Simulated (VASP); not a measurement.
# BN (P6_3mc) in VASP: further runs, part 2 of 2

VASP 6.6.1. Earlier steps stand in the parts before.

### 5 Relaxation of cell and atoms, PBEsol

This run uses another cell than the first one, of 5.85 Å³/atom, 0.980 times its volume.

File INCAR:

```
SYSTEM = BN
PREC     = Accurate       ! precision mode
ENCUT    = 600            ! plane-wave cutoff, eV
EDIFF    = 1E-7           ! SCF threshold, eV
ISMEAR   = 0              ! smearing method
SIGMA    = 0.01           ! smearing width, eV
LREAL    = .False.        ! projectors in reciprocal space
LASPH    = .True.         ! aspherical terms in the spheres
NELM     = 80             ! most SCF steps
ALGO     = Normal         ! electronic algorithm
ISIF     = 3              ! what is computed and relaxed
LWAVE    = .False.        ! write WAVECAR
LCHARG   = .False.        ! write CHGCAR
GGA      = PS             ! functional
IBRION   = 2              ! ionic algorithm
NSW      = 60             ! ionic steps
EDIFFG   = -0.03          ! ionic threshold
```

File KPOINTS:

```
Automatic mesh
0
Gamma
  12 12 4
  0 0 0
```

File POSCAR:

```
BN
1.0
    2.5360000000      0.0000000000      0.0000000000
   -1.2680000000      2.1962400000      0.0000000000
    0.0000000000      0.0000000000      4.1990000000
B N
2 2
Direct
    0.6666666667      0.3333333333      0.0000000000
    0.3333333333      0.6666666667      0.5000000000
    0.6666666667      0.3333333333      0.3750000000
    0.3333333333      0.6666666667      0.8750000000
```

Potentials or basis: VASP PAW PBE potentials, release 64 (B, N).

Command:

```console
cat potpaw_PBE.64/B/POTCAR potpaw_PBE.64/N/POTCAR > POTCAR
mpirun -np 1 vasp_std > vasp.out
```

OUTCAR:

```text
SYSTEM = BN
   PREC = Accurate
   ENCUT = 600
   EDIFF = 1E-7
   ISMEAR = 0
   LREAL = .False.
   LASPH = .True.
   NELM = 80
   ISIF = 3
   GGA = PS
   IBRION = 2
   NSW = 60
   EDIFFG = -0.03

 ion  position               nearest neighbor table
   1  0.667  0.333  0.000-   4 1.56   4 1.56   4 1.56   3 1.57
   2  0.333  0.667  0.500-   3 1.56   3 1.56   3 1.56   4 1.57
   3  0.667  0.333  0.375-   2 1.56   2 1.56   2 1.56   1 1.57
   4  0.333  0.667  0.875-   1 1.56   1 1.56   1 1.56   2 1.57

  LATTYP: Found a hexagonal cell.
 ALAT       =     2.5360000000
 C/A-ratio  =     1.6557570978

  Lattice vectors:

 A1 = (   2.5360000000,   0.0000000000,   0.0000000000)
 A2 = (  -1.2680000000,   2.1962400000,   0.0000000000)
 A3 = (   0.0000000000,   0.0000000000,   4.1990000000)

Analysis of symmetry for initial positions (statically):
=====================================================================
 Subroutine PRICEL returns:
 Original cell was already a primitive cell.

 Routine SETGRP: Setting up the symmetry group for a
 hexagonal supercell.

[... 181 lines left out ...]
  Total        0.3864518      0.3864516      0.2291551      0.0000000      0.0000000      0.0000000
  in kB       26.4746954     26.4746851     15.6987509      0.0000000      0.0000000      0.0000000
  external PRESSURE =      22.8827105 kB  Pullay stress =       0.0000000 kB
[... 63 lines left out ...]
--------------------------------------- Ionic step        3  -------------------------------------------

 number of electron      16.0000003 magnetization

 Free energy of the ion-electron system (eV)
  ---------------------------------------------------
  ext. energy  EPLUGINS =         0.00000000
  ---------------------------------------------------
  free energy    TOTEN  =       -36.63317643 eV

  energy without entropy =      -36.63317643  energy(sigma->0) =      -36.63317643

 E-fermi :   7.7311     XC(G=0): -13.0294

 val. band max:        7.5835061790   @ k =   0.0000   0.0000   0.0000
 cond. band min:      12.5219134579   @ k =   0.3333   0.3333   0.0000
 fundamental gap:      4.9384072788
 Fermi energy:         7.7310899428

 k-point     1 :       0.0000    0.0000    0.0000
  band No.  band energies     occupation
      1     -12.9057      2.00000
      2      -8.6816      2.00000
      3      -3.4809      2.00000
      4       5.4360      2.00000
      5       5.4360      2.00000
      6       7.2927      2.00000
      7       7.5835      2.00000
      8       7.5835      2.00000
      9      15.9065      0.00000
     10      15.9065      0.00000
     11      16.1497      0.00000
     12      17.1189      0.00000
[... 331 lines left out ...]
 k-point    24 :       0.3333    0.0000    0.2500
  band No.  band energies     occupation
      1     -10.2475      2.00000
      2      -8.0042      2.00000
      3      -1.2486      2.00000
      4       0.6810      2.00000
      5       1.2979      2.00000
      6       3.4116      2.00000
      7       5.0214      2.00000
      8       5.3718      2.00000
      9      14.2351      0.00000
     10      15.5374      0.00000
     11      18.1743      0.00000
     12      18.9785      0.00000

 [... further k-points ...]
[... 5 lines left out ...]
  --------------------------------------------------------------------------------------
  -------------------------------------------------------------------------------------
  Total        0.0171081      0.0171081      0.0005678      0.0000000      0.0000000      0.0000000
  in kB        1.1654682      1.1654677      0.0386796      0.0000000      0.0000000      0.0000000
  external PRESSURE =       0.7898718 kB  Pullay stress =       0.0000000 kB
[... 19 lines left out ...]
  FREE ENERGIE OF THE ION-ELECTRON SYSTEM (eV)
  ---------------------------------------------------
  free  energy   TOTEN  =       -36.6331764331 eV

  energy  without entropy=      -36.6331764331  energy(sigma->0) =      -36.63317643

 reached required accuracy - stopping structural energy minimisation
```

OSZICAR:

```text
N       E                     dE             d eps       ncg     rms          rms(c)
DAV:   1     0.553590921980E+02    0.55359E+02   -0.94128E+03  1368   0.145E+03
[... 23 lines left out ...]
       N       E                     dE             d eps       ncg     rms          rms(c)
DAV:   1    -0.366345226818E+02   -0.28528E-02   -0.69091E-02  1640   0.270E+00    0.249E-01
DAV:   2    -0.366333157511E+02    0.12069E-02   -0.31368E-03  1676   0.570E-01    0.985E-02
DAV:   3    -0.366331969250E+02    0.11883E-03   -0.53377E-04  1732   0.213E-01    0.283E-02
DAV:   4    -0.366331800173E+02    0.16908E-04   -0.49905E-05  1720   0.666E-02    0.144E-02
DAV:   5    -0.366331763809E+02    0.36364E-05   -0.11370E-05  1704   0.301E-02    0.551E-03
DAV:   6    -0.366331764331E+02   -0.52249E-07   -0.47222E-07  1600   0.778E-03
   3 F= -.36633176E+02 E0= -.36633176E+02  d E =-.115087E-02
```

Wall time 20 s (1 thread of Intel Xeon 6975P-C (Granite Rapids), shared host); peak memory 0.14 GiB.

Results:

| Property | Result |
| --- | --- |
| Free energy | -36.6332 eV |
| Relaxed volume | 5.88 Å³/atom |
| Relaxed cell | a = 2.541 Å, b = 2.541 Å, c = 4.204 Å, α = 90.00°, β = 90.00°, γ = 120.00° |
| Space group after relaxing (to 0.05 Å) | P6_3mc (No. 186) |
| Energy gained by relaxing | 0.3 meV/atom |
| Ionic steps | 3 |
| Pressure after relaxing | 0.1 GPa |
| Largest force after relaxing | 0.011 eV/Å |
| Band gap on the k mesh | 4.94 eV, indirect (least direct gap 8.22 eV) |

Forces in eV/Å, atoms in the order of the input:
```
B    0.000  0.000 -0.011
B    0.000  0.000 -0.011
N    0.000  0.000  0.011
N    0.000  0.000  0.011
```

Stress tensor (GPa, compression positive):
```
0.12 0.00 0.00
0.00 0.12 0.00
0.00 0.00 0.00
```

The path:
```
step  energy change (eV)  largest force (eV/Å)  pressure (GPa)  volume (Å³)
   1              0.0000                0.0619            2.29        23.39
   2              0.0004                0.0932           -2.43        23.67
   3             -0.0012                0.0109            0.08        23.52
```

Final structure:
```yaml
crystal:
  lattice:
    - [2.54150, 0.00000, 0.00000]
    - [-1.27075, 2.20100, 0.00000]
    - [0.00000, 0.00000, 4.20440]
  atoms:
    - { symbol: B, position: [0.66667, 0.33333, 0.00033] }
    - { symbol: B, position: [0.33333, 0.66667, 0.50033] }
    - { symbol: N, position: [0.66667, 0.33333, 0.37467] }
    - { symbol: N, position: [0.33333, 0.66667, 0.87467] }
```

Caveat: the PAW data sets were made with another functional, which shifts forces and pressure a little. Zero-point motion and thermal expansion aren't in these numbers.

### 6 Relaxation of cell and atoms, RPBE

This run uses another cell than the first one, of 5.85 Å³/atom, 0.980 times its volume.

File INCAR:

```
SYSTEM = BN
  ALGO = Normal
  EDIFF = 1E-6
  EDIFFG = -0.03
  ENCUT = 600
  GGA = RP
  IBRION = 2
  ISIF = 3
  ISMEAR = 0
  LASPH = .True.
  LCHARG = .False.
  LREAL = .False.
  LWAVE = .False.
  NELM = 80
  NSW = 60
  PREC = Accurate
  SIGMA = 0.01
```

File KPOINTS:

```
k-points
0
Gamma
  12 12 4
  0 0 0
```

POSCAR is that of step 5.

Potentials or basis: VASP PAW PBE potentials, release 64 (B, N).

Command:

```console
cat potpaw_PBE.64/B/POTCAR potpaw_PBE.64/N/POTCAR > POTCAR
mpirun -np 1 vasp_std > vasp.out
```

Run time: 35 s. Hardware: 1 thread of Intel Xeon 6975P-C (Granite Rapids), shared host; peak memory 0.14 GiB.

The run converged. Its results:

| Item | Value |
| --- | --- |
| Free energy | -33.1907 eV |
| Relaxed volume | 6.06 Å³/atom |
| Relaxed cell | a = 2.568 Å, b = 2.568 Å, c = 4.245 Å, α = 90.00°, β = 90.00°, γ = 120.00° |
| Space group after relaxing (to 0.05 Å) | P6_3mc (No. 186) |
| Energy gained by relaxing | 9.2 meV/atom |
| Ionic steps | 6 |
| Pressure after relaxing | 0.2 GPa |
| Band gap on the k mesh | 5.31 eV, indirect (least direct gap 8.22 eV) |

Stress tensor (GPa, compression positive):
```
0.21 0.00 0.00
0.00 0.21 0.00
0.00 0.00 0.13
```

The path:
```tsv
step	energy change (eV)	largest force (eV/Å)	pressure (GPa)	volume (Å³)
1	0.0000	0.0620	14.01	23.39
2	-0.0001	0.1228	-12.39	25.16
3	-0.0368	0.0390	-0.03	24.25
4	-0.0368	0.0372	0.23	24.24
5	-0.0368	0.0360	0.14	24.24
6	-0.0369	0.0013	0.19	24.24
```

Final structure:
```yaml
crystal:
  lattice:
    - [2.56771, 0.00000, 0.00000]
    - [-1.28385, 2.22370, 0.00000]
    - [0.00000, 0.00000, 4.24533]
  atoms:
    - { symbol: B, position: [0.66667, 0.33333, 0.00015] }
    - { symbol: B, position: [0.33333, 0.66667, 0.50015] }
    - { symbol: N, position: [0.66667, 0.33333, 0.37485] }
    - { symbol: N, position: [0.33333, 0.66667, 0.87485] }
```

Levels at points of the mesh, in eV from the valence-band top:
```csv
k point,band 4,band 5,band 6,band 7,band 8,band 9,band 10,band 11,band 12
"(0.00, 0.00, 0.00)",-2.07,-2.07,-0.25,0.00,0.00,8.33,8.33,8.52,9.21
"(0.50, 0.00, 0.00)",-7.67,-6.78,-4.86,-4.27,-2.06,6.66,7.95,10.53,11.26
"(0.00, 0.00, 0.50)",-5.61,-1.15,-1.15,-1.15,-1.15,9.28,9.28,9.85,9.85
"(0.50, 0.00, 0.50)",-9.82,-3.67,-3.67,-3.48,-3.48,6.54,6.54,9.89,9.89
```

Caveat: the PAW data sets were made with another functional, which shifts forces and pressure a little. Expect the measured gap to be larger: semilocal functionals such as RPBE lack the derivative discontinuity.

### 7 Relaxation of cell and atoms, PBE+D3(BJ)

This run uses another cell than the first one, of 5.85 Å³/atom, 0.980 times its volume.

File INCAR:

```
SYSTEM = BN
PREC = Accurate ; ENCUT = 600
EDIFF = 1E-6 ; ISMEAR = 0
SIGMA = 0.01 ; LREAL = .FALSE.
LASPH = .TRUE. ; NELM = 60
ALGO = Normal ; ISIF = 3
LWAVE = .FALSE. ; LCHARG = .FALSE.
GGA = PE ; IVDW = 12
IBRION = 2 ; NSW = 60
EDIFFG = -0.03
```

File KPOINTS:

```
regular mesh
0
G
  12 12 4
  0 0 0
```

POSCAR is that of step 6.

Potentials or basis: VASP PAW PBE potentials, release 64 (B, N).

Command:

```console
cat potpaw_PBE.64/B/POTCAR potpaw_PBE.64/N/POTCAR > POTCAR
mpirun -np 1 vasp_std > vasp.out
```

OUTCAR:

```text
SYSTEM = BN
   PREC = Accurate
   ENCUT = 600
   EDIFF = 1E-6
   ISMEAR = 0
   LREAL = .FALSE.
   LASPH = .TRUE.
   NELM = 60
   ISIF = 3
   GGA = PE
   IVDW = 12
   IBRION = 2
   NSW = 60
   EDIFFG = -0.03
 IVDW          = 12

 ion  position               nearest neighbor table
   1  0.667  0.333  0.000-   4 1.56   4 1.56   4 1.56   3 1.57
   2  0.333  0.667  0.500-   3 1.56   3 1.56   3 1.56   4 1.57
   3  0.667  0.333  0.375-   2 1.56   2 1.56   2 1.56   1 1.57
   4  0.333  0.667  0.875-   1 1.56   1 1.56   1 1.56   2 1.57

  LATTYP: Found a hexagonal cell.
 ALAT       =     2.5360000000
 C/A-ratio  =     1.6557570978

  Lattice vectors:

 A1 = (   2.5360000000,   0.0000000000,   0.0000000000)
 A2 = (  -1.2680000000,   2.1962400000,   0.0000000000)
 A3 = (   0.0000000000,   0.0000000000,   4.1990000000)

Analysis of symmetry for initial positions (statically):
=====================================================================
 Subroutine PRICEL returns:
 Original cell was already a primitive cell.

 Routine SETGRP: Setting up the symmetry group for a
 hexagonal supercell.

 Subroutine GETGRP returns: Found 12 space group operations
 (whereof  6 operations were pure point group operations)
 out of a pool of 24 trial point group operations.

The static configuration has the point symmetry C_3v.
 The point group associated with its full space group is C_6v.

Analysis of symmetry for dynamics (positions and initial velocities):
=====================================================================
 Subroutine PRICEL returns:
 Original cell was already a primitive cell.

 Routine SETGRP: Setting up the symmetry group for a
 hexagonal supercell.

 Subroutine GETGRP returns: Found 12 space group operations
 (whereof  6 operations were pure point group operations)
 out of a pool of 24 trial point group operations.

The dynamic configuration has the point symmetry C_3v.
 The point group associated with its full space group is C_6v.

 Subroutine INISYM returns: Found 12 space group operations
 (whereof  6 operations are pure point group operations),
 and found     1 'primitive' translations

[... 113 lines left out ...]
   ISMEAR =     0;   SIGMA  =   0.01  broadening in eV -4-tet -1-fermi 0-gaus
   EFERMI_NEDOS =   21; number of points for ismear=-14 and -15
   IALGO  =     38    algorithm
   IMIX   =      4    mixing-type and parameters
     AMIX     =   0.40;   BMIX     =  1.00
     AMIX_MAG =   1.60;   BMIX_MAG =  1.00
  volume/ion in A,a.u.               =       5.85        39.46
  Fermi-wavevector in a.u.,A,eV,Ry     =   1.442524  2.725976 28.312048  2.080877
  Thomas-Fermi vector in A             =   2.561035
   LORBIT       =      0    0 simple, 1 ext, 2 COOP (PROOUT), +10 PAW based schemes
   GGA     = PE    functional components
   LHFCALC =     F    Hartree Fock is set to
   AEXX    =    0.0000 exact exchange contribution
   IVDW    =    12    specifies the selected vdW correction
   LEPSILON=     F    determine dielectric tensor
   LRPA    =     F    only Hartree local field effects (RPA)
 conjugate gradient relaxation of ions
 non-spin polarized calculation
 Gauss-broadening in eV      SIGMA  =   0.01
  energy-cutoff  :      600.00
  volume of cell :       23.39
 maximum number of plane-waves:       801
   NGX = 11   NGY = 11   NGZ = 17

--------------------------------------- Ionic step        1  -------------------------------------------

 number of electron      16.0000003 magnetization

 Free energy of the ion-electron system (eV)
  ---------------------------------------------------
  ext. energy  EPLUGINS =         0.00000000
  ---------------------------------------------------
  free energy    TOTEN  =       -34.82643581 eV

  energy without entropy =      -34.82643581  energy(sigma->0) =      -34.82643581

------------------------ aborting loop because EDIFF is reached ----------------------------------------

 Edisp (eV)   -0.84533

 E8    (eV) :    -0.2499
[... 75 lines left out ...]
--------------------------------------- Ionic step        3  -------------------------------------------

 number of electron      16.0000003 magnetization

 Free energy of the ion-electron system (eV)
  ---------------------------------------------------
  ext. energy  EPLUGINS =         0.00000000
  ---------------------------------------------------
  free energy    TOTEN  =       -34.83208676 eV

  energy without entropy =      -34.83208676  energy(sigma->0) =      -34.83208676

 E-fermi :   7.6940     XC(G=0): -12.8366

 val. band max:        7.6237834386   @ k =   0.0000   0.0000   0.0000
 cond. band min:      12.7947851364   @ k =   0.3333   0.3333   0.0000
 fundamental gap:      5.1710016978
 Fermi energy:         7.6939858999

 k-point     1 :       0.0000    0.0000    0.0000
  band No.  band energies     occupation
      1     -12.8431      2.00000
      2      -8.6670      2.00000
      3      -3.3485      2.00000
      4       5.4868      2.00000
      5       5.4868      2.00000
      6       7.3411      2.00000
      7       7.6238      2.00000
      8       7.6238      2.00000
      9      16.0137      0.00000
     10      16.0137      0.00000
     11      16.2628      0.00000
     12      17.2156      0.00000
[... 331 lines left out ...]
 k-point    24 :       0.3333    0.0000    0.2500
  band No.  band energies     occupation
      1     -10.2042      2.00000
      2      -7.9891      2.00000
      3      -1.1512      2.00000
      4       0.7652      2.00000
      5       1.3789      2.00000
      6       3.4812      2.00000
      7       5.0843      2.00000
      8       5.4261      2.00000
      9      14.4148      0.00000
     10      15.7223      0.00000
     11      18.3130      0.00000
     12      19.0866      0.00000

 [... further k-points ...]

------------------------ aborting loop because EDIFF is reached ----------------------------------------

 Edisp (eV)   -0.84073

 E8    (eV) :    -0.2486
[... 27 lines left out ...]
  FREE ENERGIE OF THE ION-ELECTRON SYSTEM (eV)
  ---------------------------------------------------
  free  energy   TOTEN  =       -35.6728184861 eV

  energy  without entropy=      -35.6728184861  energy(sigma->0) =      -35.67281849

 reached required accuracy - stopping structural energy minimisation
```

It took 18 s on 1 thread of Intel Xeon 6975P-C (Granite Rapids), shared host; peak memory 0.16 GiB.

Results:

- Free energy: -35.6728 eV
- Relaxed volume: 5.88 Å³/atom
- Relaxed cell: a = 2.541 Å, b = 2.541 Å, c = 4.204 Å, α = 90.00°, β = 90.00°, γ = 120.00°
- Space group after relaxing (to 0.05 Å): P6_3mc (No. 186)
- Energy gained by relaxing: 0.3 meV/atom
- Ionic steps: 3
- Pressure after relaxing: 0.1 GPa
- Largest force after relaxing: 0.011 eV/Å
- Band gap on the k mesh: 5.17 eV, indirect (least direct gap 8.31 eV)
- Dispersion energy per atom: -0.210 eV

Forces on the atoms (eV/Å):
```
B    0.000  0.000 -0.011
B    0.000  0.000 -0.011
N    0.000  0.000  0.011
N    0.000  0.000  0.011
```

Stress tensor (GPa, compression positive):
```
 0.11  0.00  0.00
 0.00  0.11  0.00
 0.00  0.00 -0.04
```

Step by step:
```csv
step,energy change (eV),largest force (eV/Å),pressure (GPa),volume (Å³)
1,0.0000,0.0559,2.17,23.39
2,0.0003,0.0845,-2.28,23.66
3,-0.0011,0.0111,0.06,23.51
```

Final structure:
```
B N
1.0
     2.54145    0.00000    0.00000
    -1.27072    2.20096    0.00000
     0.00000    0.00000    4.20373
B N
2 2
Direct
  0.66667 0.33333 0.00031
  0.33333 0.66667 0.50031
  0.66667 0.33333 0.37469
  0.33333 0.66667 0.87469
```

### 8 Summary

```tsv
task	level	cell	cutoff (eV)	gap on the mesh (eV)	pressure (GPa)	relaxed volume (Å³/atom)	largest force (eV/Å)
single point	PBE	a = 2.555, b = 2.555, c = 4.224 Å, angles 90.0, 90.0, 120.0°, 4 atoms	520	5.21	0.2	-	-
single point	RPBE	a = 2.568, b = 2.568, c = 4.246 Å, angles 90.0, 90.0, 120.0°, 4 atoms	520	5.32	0.2	-	-
relaxation of cell and atoms	PBE	relaxed from a = 2.536, b = 2.536, c = 4.199 Å, angles 90.0, 90.0, 120.0°, 4 atoms	600	5.19	0.0	5.97	0.02
relaxation of cell and atoms	PBEsol	relaxed from a = 2.536, b = 2.536, c = 4.199 Å, angles 90.0, 90.0, 120.0°, 4 atoms	600	4.94	0.1	5.88	0.01
relaxation of cell and atoms	RPBE	relaxed from a = 2.536, b = 2.536, c = 4.199 Å, angles 90.0, 90.0, 120.0°, 4 atoms	600	5.31	0.2	6.06	-
relaxation of cell and atoms	PBE+D3(BJ)	relaxed from a = 2.536, b = 2.536, c = 4.199 Å, angles 90.0, 90.0, 120.0°, 4 atoms	600	5.17	0.1	5.88	0.01
```

Alike in all rows: potentials or basis VASP PAW PBE potentials, release 64 (B, N); no spin polarisation; k mesh 12 × 12 × 4; smearing gaussian 0.01 eV.

Caveats: the PAW data sets were made with another functional, which shifts forces and pressure a little (some runs).

Absolute energies hang on the potentials; compare differences alone.
